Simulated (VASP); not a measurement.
Runs of VASP 6.6.1 on HfN. The structure is that of space group Pm-3m (No. 221), or close to it. The cells are those of the table. 

```tsv
task	cell	k mesh	cutoff (eV)	gap on the mesh (eV)	pressure (GPa)	relaxed volume (Å³/atom)
relaxation of cell and atoms	relaxed from a = 3.203 Å, 2 atoms	6 × 6 × 6	600	none	0.0	11.18
relaxation of cell and atoms	relaxed from a = 2.828 Å, 2 atoms	20 × 20 × 20	600	none	0.0	(a)
single point	a = 3.203 Å, 2 atoms	6 × 6 × 6	520	none	-39.3	-
single point	a = 2.825 Å, 2 atoms	20 × 20 × 20	520	none	-2.6	-
single point	a = 2.828 Å, 2 atoms	6 × 6 × 6	520	none	-2.6	-
```

Alike in all rows: level PBE; potentials or basis VASP PAW PBE potentials, release 64 (Hf_pv, N); no spin polarisation; smearing gaussian 0.1 eV.

Problem. Fill in the values left out.

Solution. (a) 11.14.

Caveats: some runs use coarse meshes; spin-orbit coupling is left out, which moves the levels of the heavy elements; the volume moved by over 15 % at a fixed basis, so the end points are rough (some runs).

A k mesh can miss the band edges, and the runs leave out spin-orbit coupling on Hf.

A gap of «none» marks levels without a gap at the run's occupations.
